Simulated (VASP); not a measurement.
# Pb (I4/mmm) in VASP: notebook

Pb is run at these levels: PBE; tasks: single point.

Program: VASP 6.6.1. These are calculated values, not measurements. Logs are shortened: lines on timing, memory, paths and dates and some standing lists are left out, and cuts for length are marked.

### 1 The cell of the first run

The structure is tetragonal, space group I4/mmm (No. 139). The conventional cell has a = 3.667 Å, b = 3.667 Å, c = 4.816 Å, α = 90.00°, β = 90.00°, γ = 90.00°. Within 4.9 Å of Pb (site symmetry 4/mmm) lie 14 Pb at 3.54 to 4.82 Å.

### 2 Single point, PBE (strain +0.050 along x and y, -0.025 along z)

The input, INCAR:

```
PREC = Accurate ; ENCUT = 520
EDIFF = 1E-6 ; ISMEAR = 0
SIGMA = 0.15 ; LREAL = F
LASPH = T ; NELM = 80
ALGO = Fast ; ISIF = 2
LWAVE = F ; LCHARG = F
GGA = PE ; NBANDS = 13
```

The input, KPOINTS:

```
Automatic mesh
0
Gamma
  16 16 16
```

The input, POSCAR:

```
Pb
1.0
    0.0000000000      2.5932900000      2.4080550000
    2.5932900000      0.0000000000      2.4080550000
    2.5932900000      2.5932900000      0.0000000000
Pb
1
Direct
    0.0000000000      0.0000000000      0.0000000000
```

Potentials or basis: VASP PAW PBE potentials, release 64 (Pb_d).

Launch:

```console
$ cat potpaw_PBE.64/Pb_d/POTCAR > POTCAR
$ mpirun -np 1 vasp_std > vasp.out
```

OUTCAR:

```text
PREC = Accurate
   ENCUT = 520
   EDIFF = 1E-6
   ISMEAR = 0
   LREAL = F
   LASPH = T
   NELM = 80
   ISIF = 2
   GGA = PE

 ion  position               nearest neighbor table
   1  0.000  0.000  0.000-

  LATTYP: Found a body centered tetragonal cell.
 ALAT       =     3.6674658892
 C/A-ratio  =     1.3131983079

  Lattice vectors:

 A1 = (   0.0000000000,  -2.5932900000,  -2.4080550000)
 A2 = (   0.0000000000,   2.5932900000,  -2.4080550000)
 A3 = (   2.5932900000,   0.0000000000,   2.4080550000)

Analysis of symmetry for initial positions (statically):
=====================================================================
 Subroutine PRICEL returns:
 Original cell was already a primitive cell.

 Routine SETGRP: Setting up the symmetry group for a
 body centered tetragonal supercell.

 Subroutine GETGRP returns: Found 16 space group operations
 (whereof 16 operations were pure point group operations)
 out of a pool of 16 trial point group operations.

The static configuration has the point symmetry D_4h.

Analysis of symmetry for dynamics (positions and initial velocities):
=====================================================================
 Subroutine PRICEL returns:
 Original cell was already a primitive cell.

 Routine SETGRP: Setting up the symmetry group for a
 body centered tetragonal supercell.

 Subroutine GETGRP returns: Found 16 space group operations
 (whereof 16 operations were pure point group operations)
 out of a pool of 16 trial point group operations.

The dynamic configuration has the point symmetry D_4h.

 Subroutine INISYM returns: Found 16 space group operations
 (whereof 16 operations are pure point group operations),
 and found     1 'primitive' translations

----------------------------------------------------------------------------------------

                                     Primitive cell

  volume of cell :      32.3891

  direct lattice vectors                    reciprocal lattice vectors
     0.000000000  2.593290000  2.408055000    -0.192805278  0.192805278  0.207636453
     2.593290000  0.000000000  2.408055000     0.192805278 -0.192805278  0.207636453
     2.593290000  2.593290000  0.000000000     0.192805278  0.192805278 -0.207636453

  length of vectors
     3.538909706  3.538909706  3.667465889     0.342725324  0.342725324  0.342725324

  position of ions in fractional coordinates (direct lattice)
     0.000000000  0.000000000  0.000000000

  ion indices of the primitive-cell ions
   primitive index   ion index
                 1           1

----------------------------------------------------------------------------------------

 KPOINTS: Automatic mesh

Automatic generation of k-mesh.
 Grid dimensions read from file:
 generate k-points for:   16   16   16

 Generating k-lattice:

  Cartesian coordinates                     Fractional coordinates (reciprocal lattice)
    -0.012050330  0.012050330  0.012977278     0.062500000 -0.000000000  0.000000000
     0.012050330 -0.012050330  0.012977278    -0.000000000  0.062500000  0.000000000
     0.012050330  0.012050330 -0.012977278     0.000000000  0.000000000  0.062500000

  Length of vectors
     0.021420333  0.021420333  0.021420333

  Shift w.r.t. Gamma in fractional coordinates (k-lattice)
     0.000000000  0.000000000  0.000000000

 Subroutine IBZKPT returns following result:
 ===========================================

 Found    349 irreducible k-points:

 Following reciprocal coordinates:
            Coordinates               Weight
  0.000000  0.000000  0.000000      1.000000
  0.062500  0.000000  0.000000      8.000000
  0.125000  0.000000  0.000000      8.000000
  0.187500  0.000000  0.000000      8.000000
  0.250000  0.000000  0.000000      8.000000
  0.312500  0.000000  0.000000      8.000000
[... 16 lines left out ...]
 -0.125000  0.062500  0.000000      8.000000
 -0.062500  0.062500  0.000000      4.000000
 [... further k-points ...]
   k-points           NKPTS =    349   k-points in BZ     NKDIM =    349   number of bands    NBANDS=     13
   number of dos      NEDOS =    301   number of ions     NIONS =      1
   total plane-waves  NPLWV =  21952
   dimension x,y,z NGX =    28 NGY =   28 NGZ =   28
   dimension x,y,z NGXF=    56 NGYF=   56 NGZF=   56
   ions per type =               1
   NGX,Y,Z   is equivalent  to a cutoff of  13.15, 13.15, 12.69 a.u.
   NGXF,Y,Z  is equivalent  to a cutoff of  26.31, 26.31, 25.38 a.u.
 SYSTEM =  unknown system
   PREC   = accura    normal or accurate (medium, high low for compatibility)
   ISTART =      0    job   : 0-new  1-cont  2-samecut
   ICHARG =      2    charge: 1-file 2-atom 10-const
   ISPIN  =      1    spin polarized calculation?
   LNONCOLLINEAR =      F non collinear calculations
   LSORBIT =      F    spin-orbit coupling
   LASPH  =      T    aspherical Exc in radial PAW
   ENCUT  =  520.0 eV  38.22 Ry    6.18 a.u.   6.58  6.58  6.82*2*pi/ulx,y,z
   NELM   =     80;   NELMIN=  2; NELMDL= -5     # of ELM steps
   EDIFF  = 0.1E-05   stopping-criterion for ELM
   LREAL  =      F    real-space projection
   EDIFFG = 0.1E-04   stopping-criterion for IOM
   NSW    =      0    number of steps for IOM
   IBRION =     -1    ionic relax: 0-MD 1-quasi-New 2-CG
   NFREE  =      0    steps in history (QN), initial steepest desc. (CG)
   ISIF   =      2    stress and relaxation
   ISYM   =      2    0-nonsym 1-usesym 2-fastsym
   POTIM  = 0.5000    time-step for ionic-motion
   TEBEG  =    0.0;   TEEND  =   0.0 temperature during run
   PSTRESS=    0.0 pullay stress
   NELECT =      14.0000    total number of electrons
   NUPDOWN=      -1.0000    fix difference up-down
   EMIN   =  10.00;   EMAX   =-10.00  energy-range for DOS
   EFERMI =   0.00;   METHOD = LEGACY
   ISMEAR =     0;   SIGMA  =   0.15  broadening in eV -4-tet -1-fermi 0-gaus
   EFERMI_NEDOS =   21; number of points for ismear=-14 and -15
   IALGO  =     68    algorithm
   IMIX   =      4    mixing-type and parameters
     AMIX     =   0.40;   BMIX     =  1.00
     AMIX_MAG =   1.60;   BMIX_MAG =  1.00
  volume/ion in A,a.u.               =      32.39       218.57
  Fermi-wavevector in a.u.,A,eV,Ry     =   1.237802  2.339107 20.846231  1.532155
  Thomas-Fermi vector in A             =   2.372354
   LORBIT       =      0    0 simple, 1 ext, 2 COOP (PROOUT), +10 PAW based schemes
   GGA     = PE    functional components
   LHFCALC =     F    Hartree Fock is set to
   AEXX    =    0.0000 exact exchange contribution
   IVDW    =     0    specifies the selected vdW correction
   LEPSILON=     F    determine dielectric tensor
   LRPA    =     F    only Hartree local field effects (RPA)
 non-spin polarized calculation
 RMM-DIIS sequential band-by-band and
 Gauss-broadening in eV      SIGMA  =   0.15
  energy-cutoff  :      520.00
  volume of cell :       32.39
 maximum number of plane-waves:       893
   NGX = 13   NGY = 13   NGZ = 13

 number of electron      14.0000002 magnetization

 Free energy of the ion-electron system (eV)
  ---------------------------------------------------
  ext. energy  EPLUGINS =         0.00000000
  ---------------------------------------------------
  free energy    TOTEN  =        -3.56092351 eV

  energy without entropy =       -3.55337772  energy(sigma->0) =       -3.55715062

 E-fermi :   6.5957     XC(G=0):  -9.8726

 val. band max:        6.5528417822   @ k =  -0.1875   0.1875   0.1250
 cond. band min:       6.6010393631   @ k =  -0.2500   0.3125   0.0625
 fundamental gap:      0.0481975809
 Fermi energy:         6.5956930116

 k-point     1 :       0.0000    0.0000    0.0000
  band No.  band energies     occupation
      1     -10.4918      2.00000
      2     -10.4918      2.00000
      3     -10.4232      2.00000
      4     -10.3908      2.00000
      5     -10.3251      2.00000
      6      -4.7611      2.00000
      7      13.3943      0.00000
      8      13.5240      0.00000
      9      13.5240      0.00000
     10      16.3354      0.00000
     11      17.0946      0.00000
     12      18.5771      0.00000
     13      18.5925      0.00000

 k-point     2 :       0.0625    0.0000    0.0000
  band No.  band energies     occupation
      1     -10.4891      2.00000
      2     -10.4867      2.00000
      3     -10.4215      2.00000
      4     -10.3898      2.00000
      5     -10.3265      2.00000
      6      -4.6908      2.00000
      7      12.5763      0.00000
      8      13.3849      0.00000
      9      13.3995      0.00000
     10      16.0902      0.00000
     11      17.5815      0.00000
     12      18.7441      0.00000
     13      18.8068      0.00000

 k-point     3 :       0.1250    0.0000    0.0000
  band No.  band energies     occupation
      1     -10.4830      2.00000
      2     -10.4754      2.00000
      3     -10.4167      2.00000
      4     -10.3841      2.00000
      5     -10.3291      2.00000
      6      -4.4803      2.00000
      7      10.8502      0.00000
      8      13.0764      0.00000
      9      13.2180      0.00000
     10      15.7417      0.00000
     11      18.3897      0.00000
     12      18.7899      0.00000
     13      18.8752      0.00000
[... 305 lines left out ...]
 k-point    23 :      -0.1250    0.0625    0.0000
  band No.  band energies     occupation
      1     -10.4864      2.00000
      2     -10.4675      2.00000
      3     -10.4052      2.00000
      4     -10.3911      2.00000
      5     -10.3217      2.00000
      6      -4.3359      2.00000
      7      10.3427      0.00000
      8      12.1409      0.00000
      9      13.3254      0.00000
     10      15.9611      0.00000
     11      17.7776      0.00000
     12      18.3787      0.00000
     13      18.3883      0.00000

 k-point    24 :      -0.0625    0.0625    0.0000
  band No.  band energies     occupation
      1     -10.4903      2.00000
      2     -10.4805      2.00000
      3     -10.4123      2.00000
      4     -10.3929      2.00000
      5     -10.3243      2.00000
      6      -4.5833      2.00000
      7      11.9296      0.00000
      8      12.6098      0.00000
      9      13.5077      0.00000
     10      16.0471      0.00000
     11      17.8477      0.00000
     12      18.6568      0.00000
     13      18.6612      0.00000

 [... further k-points ...]

------------------------ aborting loop because EDIFF is reached ----------------------------------------

  FORCE on cell =-STRESS in cart. coord.  units (eV):
  Direction    XX          YY          ZZ          XY          YZ          ZX
  --------------------------------------------------------------------------------------
  -------------------------------------------------------------------------------------
  Total       -0.1647847     -0.1647847      0.0275424      0.0000000      0.0000000      0.0000000
  in kB       -8.1513387     -8.1513387      1.3624309      0.0000000      0.0000000      0.0000000
  external PRESSURE =      -4.9800822 kB  Pullay stress =       0.0000000 kB

 VOLUME and BASIS-vectors are now :
 -----------------------------------------------------------------------------
  energy-cutoff  :      520.00
  volume of cell :       32.39
      direct lattice vectors                 reciprocal lattice vectors
     0.000000000  2.593290000  2.408055000    -0.192805278  0.192805278  0.207636453
     2.593290000  0.000000000  2.408055000     0.192805278 -0.192805278  0.207636453
     2.593290000  2.593290000  0.000000000     0.192805278  0.192805278 -0.207636453

 POSITION                                       TOTAL-FORCE (eV/Angst)
 -----------------------------------------------------------------------------------
      0.00000      0.00000      0.00000         0.000000     -0.000000      0.000000
 -----------------------------------------------------------------------------------
    total drift:                               -0.000000     -0.000000     -0.000000

  FREE ENERGIE OF THE ION-ELECTRON SYSTEM (eV)
  ---------------------------------------------------
  free  energy   TOTEN  =        -3.5609235064 eV

  energy  without entropy=       -3.5533777245  energy(sigma->0) =       -3.55715062
```

Run time: 3.9 min. Hardware: 1 thread of Intel Xeon 8259CL, shared host; peak memory 0.26 GiB.

Results:

```
Free energy            : -3.5609 eV
Pressure               : -0.5 GPa
Band gap on the k mesh : zero (bands 7 and 8 overlap by 8.47 eV)
```

Levels at points of the mesh, in eV from the Fermi level:
| k point | band 4 | band 5 | band 6 | band 7 | band 8 | band 9 | band 10 | band 11 |
| --- | --- | --- | --- | --- | --- | --- | --- | --- |
| (0.00, 0.00, 0.00) | -16.99 | -16.92 | -11.36 | 6.80 | 6.93 | 6.93 | 9.74 | 10.50 |
| (0.50, 0.00, 0.00) | -16.86 | -16.82 | -8.09 | -3.91 | 4.66 | 5.60 | 8.63 | 9.39 |
| (0.50, 0.50, 0.00) | -16.81 | -16.81 | -6.38 | -2.63 | 1.39 | 1.39 | 4.72 | 5.94 |
| (0.50, 0.00, 0.50) | -16.84 | -16.79 | -7.08 | -3.23 | 2.04 | 2.49 | 5.45 | 6.71 |

Caveat: the cell differs from its parent crystal (strain +0.050 along x and y, -0.025 along z); spin-orbit coupling is left out, which moves the levels of the heavy elements.

### 3 Single point, PBE (strain +0.050 along x and y, +0.000 along z)

The input, INCAR:

```
SYSTEM = Pb
  PREC = Accurate
  ENCUT = 520
  EDIFF = 1E-6
  ISMEAR = 0
  SIGMA = 0.15
  LREAL = .FALSE.
  LASPH = .TRUE.
  NELM = 60
  ALGO = Fast
  ISIF = 2
  LWAVE = .FALSE.
  LCHARG = .TRUE.
  GGA = PE
  LELF = .TRUE.
  LVHAR = .TRUE.
  NBANDS = 13
```

The input, KPOINTS:

```
Automatic mesh
0
G
  16 16 16
  0 0 0
```

The input, POSCAR:

```
Pb
1.0
    0.0000000000      2.5932900000      2.4698000000
    2.5932900000      0.0000000000      2.4698000000
    2.5932900000      2.5932900000      0.0000000000
Pb
1
Direct
    0.0000000000      0.0000000000      0.0000000000
```

Potentials or basis: VASP PAW PBE potentials, release 64 (Pb_d).

Launch:

```console
$ cat potpaw_PBE.64/Pb_d/POTCAR > POTCAR
$ mpirun -np 1 vasp_std > vasp.out
```

OUTCAR:

```text
SYSTEM = Pb
   PREC = Accurate
   ENCUT = 520
   EDIFF = 1E-6
   ISMEAR = 0
   LREAL = .FALSE.
   LASPH = .TRUE.
   NELM = 60
   ISIF = 2
   GGA = PE

 ion  position               nearest neighbor table
   1  0.000  0.000  0.000-

  LATTYP: Found a body centered tetragonal cell.
 ALAT       =     3.6674658892
 C/A-ratio  =     1.3468700594

  Lattice vectors:

 A1 = (   0.0000000000,  -2.5932900000,  -2.4698000000)
 A2 = (   0.0000000000,   2.5932900000,  -2.4698000000)
[... 565 lines left out ...]

 [... further k-points ...]

------------------------ aborting loop because EDIFF is reached ----------------------------------------

  FORCE on cell =-STRESS in cart. coord.  units (eV):
  Direction    XX          YY          ZZ          XY          YZ          ZX
  --------------------------------------------------------------------------------------
  -------------------------------------------------------------------------------------
  Total       -0.3442110     -0.3442110     -0.1899431      0.0000000      0.0000000      0.0000000
  in kB      -16.6012743    -16.6012743     -9.1609410      0.0000000      0.0000000      0.0000000
  external PRESSURE =     -14.1211632 kB  Pullay stress =       0.0000000 kB

 VOLUME and BASIS-vectors are now :
 -----------------------------------------------------------------------------
  energy-cutoff  :      520.00
  volume of cell :       33.22
      direct lattice vectors                 reciprocal lattice vectors
     0.000000000  2.593290000  2.469800000    -0.192805278  0.192805278  0.202445542
     2.593290000  0.000000000  2.469800000     0.192805278 -0.192805278  0.202445542
     2.593290000  2.593290000  0.000000000     0.192805278  0.192805278 -0.202445542

 POSITION                                       TOTAL-FORCE (eV/Angst)
 -----------------------------------------------------------------------------------
      0.00000      0.00000      0.00000         0.000000      0.000000      0.000000
 -----------------------------------------------------------------------------------
    total drift:                               -0.000000     -0.000000     -0.000000

  FREE ENERGIE OF THE ION-ELECTRON SYSTEM (eV)
  ---------------------------------------------------
  free  energy   TOTEN  =        -3.5590500100 eV

  energy  without entropy=       -3.5519580221  energy(sigma->0) =       -3.55550402
```

OSZICAR:

```text
N       E                     dE             d eps       ncg     rms          rms(c)
DAV:   1     0.107808571898E+03    0.10781E+03   -0.70963E+03  9187   0.122E+03
DAV:   2     0.178294756234E+01   -0.10603E+03   -0.10278E+03  9504   0.306E+02
DAV:   3    -0.343895348634E+01   -0.52219E+01   -0.52037E+01 11313   0.741E+01
DAV:   4    -0.356224243403E+01   -0.12329E+00   -0.12326E+00 11213   0.124E+01
DAV:   5    -0.356777418332E+01   -0.55317E-02   -0.55316E-02 12749   0.241E+00    0.458E-01
RMM:   6    -0.356028114575E+01    0.74930E-02   -0.97983E-03 10719   0.140E+00    0.245E-01
RMM:   7    -0.355885754828E+01    0.14236E-02   -0.65833E-03 10834   0.903E-01    0.924E-02
RMM:   8    -0.355899232739E+01   -0.13478E-03   -0.15603E-03 12087   0.611E-01    0.162E-02
RMM:   9    -0.355904030863E+01   -0.47981E-04   -0.49842E-04 13439   0.237E-01    0.159E-02
RMM:  10    -0.355904393961E+01   -0.36310E-05   -0.15071E-04 11689   0.214E-01    0.461E-03
RMM:  11    -0.355904903889E+01   -0.50993E-05   -0.67946E-05 14584   0.838E-02    0.281E-03
RMM:  12    -0.355905001000E+01   -0.97111E-06   -0.95601E-06  9834   0.330E-02
   1 F= -.35590500E+01 E0= -.35555040E+01  d E =-.709199E-02
```

Wall time 4 min (1 thread of Intel Xeon 8259CL, shared host); peak memory 0.27 GiB.

What came out:

| Item | Value |
| --- | --- |
| Free energy | -3.5591 eV |
| Pressure | -1.4 GPa |
| Band gap on the k mesh | zero (bands 7 and 8 overlap by 8.23 eV) |

Stress tensor (GPa, compression positive):
```
-1.66  0.00  0.00
 0.00 -1.66  0.00
 0.00  0.00 -0.92
```

Levels at points of the mesh, in eV from the Fermi level:
| k point | band 4 | band 5 | band 6 | band 7 | band 8 | band 9 | band 10 | band 11 |
| --- | --- | --- | --- | --- | --- | --- | --- | --- |
| (0.00, 0.00, 0.00) | -16.97 | -16.93 | -11.20 | 6.64 | 6.71 | 6.71 | 9.68 | 10.17 |
| (0.50, 0.00, 0.00) | -16.85 | -16.84 | -8.08 | -3.80 | 4.71 | 5.36 | 8.55 | 9.23 |
| (0.50, 0.50, 0.00) | -16.81 | -16.81 | -6.58 | -2.70 | 1.56 | 1.56 | 4.80 | 6.04 |
| (0.50, 0.00, 0.50) | -16.84 | -16.80 | -7.03 | -3.07 | 1.96 | 2.26 | 5.27 | 6.53 |

Caveat: the cell differs from its parent crystal (strain +0.050 along x and y, +0.000 along z); spin-orbit coupling is left out, which moves the levels of the heavy elements.
